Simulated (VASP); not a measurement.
A run of VASP 6.6.1:

Contents of POSCAR:

```
NaSr7Ti8O23
1.0
    7.7828210000      0.0000000000      0.0000000000
    0.0000000000      7.7828210000      0.0000000000
    0.0000000000      0.0000000000      7.7828210000
Sr Na Ti O
7 1 8 23
Direct
    0.9887520000      0.9884990000      0.9961090000
    0.9889770000      0.9890630000      0.4973800000
    0.9872300000      0.5049750000      0.9981050000
    0.9822980000      0.5016680000      0.4975590000
    0.5048870000      0.9870950000      0.9982610000
    0.5020370000      0.9820610000      0.4975790000
    0.5065770000      0.5068220000      0.9993860000
    0.5118200000      0.5111310000      0.4931410000
    0.2505950000      0.2501230000      0.2688160000
    0.2500380000      0.2495740000      0.7322400000
    0.2458070000      0.7426740000      0.2412590000
    0.2462970000      0.7396340000      0.7469990000
    0.7426310000      0.2456940000      0.2411560000
    0.7396710000      0.2461680000      0.7469690000
    0.7431870000      0.7430570000      0.2494070000
    0.7429270000      0.7427910000      0.7453090000
    0.2654060000      0.2625130000      0.5008480000
    0.2530610000      0.7619670000      0.0022900000
    0.2490000000      0.7472440000      0.5031010000
    0.7638620000      0.2518340000      0.0022710000
    0.7458100000      0.2496880000      0.5030520000
    0.7510890000      0.7515820000      0.0024750000
    0.7557150000      0.7546220000      0.5018820000
    0.0092340000      0.2514260000      0.2453780000
    0.0110070000      0.2541630000      0.7603380000
    0.0024190000      0.7512180000      0.2527610000
    0.0028910000      0.7516110000      0.7528100000
    0.4942020000      0.2495450000      0.2160500000
    0.4963540000      0.2508020000      0.7848450000
    0.5008410000      0.7526550000      0.2527280000
    0.5015260000      0.7548980000      0.7523590000
    0.2527550000      0.0088740000      0.2435070000
    0.2537030000      0.0108940000      0.7626330000
    0.2488420000      0.4938000000      0.2175040000
    0.2513550000      0.4960950000      0.7836210000
    0.7504270000      0.0021840000      0.2536420000
    0.7522280000      0.0027110000      0.7519070000
    0.7539110000      0.5005780000      0.2517920000
    0.7545040000      0.5013890000      0.7532130000
```

INCAR.step1

```
SYSTEM = NaSr7Ti8O23
PREC     = Accurate       ! precision mode
ENCUT    = 520            ! plane-wave cutoff, eV
EDIFF    = 1E-5           ! SCF threshold, eV
ISMEAR   = -1             ! smearing method
SIGMA    = 0.05           ! smearing width, eV
LREAL    = Auto         
LASPH    = .True.         ! aspherical terms in the spheres
NELM     = 120            ! most SCF steps
ALGO     = Normal         ! electronic algorithm
ISIF     = 2              ! what is computed and relaxed
LWAVE    = .True.         ! write WAVECAR
LCHARG   = .False.        ! write CHGCAR
NBANDS   = 180            ! bands
GGA      = PE             ! functional
NELECT   = 310.0        
ISYM     = -1           
GGA_COMPAT= .False.
```

The input INCAR.step2:

```
SYSTEM = NaSr7Ti8O23
PREC     = Accurate       ! precision mode
ENCUT    = 520            ! plane-wave cutoff, eV
EDIFF    = 1E-6           ! SCF threshold, eV
ISMEAR   = -1             ! smearing method
SIGMA    = 0.05           ! smearing width, eV
LREAL    = Auto         
LASPH    = .True.         ! aspherical terms in the spheres
NELM     = 120            ! most SCF steps
ALGO     = Normal         ! electronic algorithm
ISIF     = 2              ! what is computed and relaxed
LWAVE    = .False.        ! write WAVECAR
LCHARG   = .False.        ! write CHGCAR
GGA      = PE             ! functional
LHFCALC  = .True.         ! exact exchange
HFSCREEN = 0.2079         ! screening, 1/A
PRECFOCK = Fast         
NBANDS   = 180            ! bands
ISTART   = 1            
NELECT   = 310.0        
ISYM     = -1           
GGA_COMPAT= .False.
```

KPOINTS

```
explicit points
1
Reciprocal
  0.25000000   0.25000000   0.25000000 1
```

Potentials or basis: VASP PAW PBE potentials, release 64 (Sr_sv, Na_pv, Ti_sv, O).

The run is started by

```console
$ cat potpaw_PBE.64/Sr_sv/POTCAR potpaw_PBE.64/Na_pv/POTCAR potpaw_PBE.64/Ti_sv/POTCAR potpaw_PBE.64/O/POTCAR > POTCAR
$ cp INCAR.step1 INCAR
$ mpirun -np 1 vasp_std > vasp.out
$ cp INCAR.step2 INCAR
$ mpirun -np 1 vasp_std > vasp.out
```

Hardware: 1 thread of AMD EPYC 9R45 96-Core Processor (Zen 5) (shared host).

**Question.** How long does it take, and how much memory?

**Answer.** It took 19 min on 1 thread of AMD EPYC 9R45 96-Core Processor (Zen 5) (shared host), peak memory 0.67 GiB. Counts: k points 1.
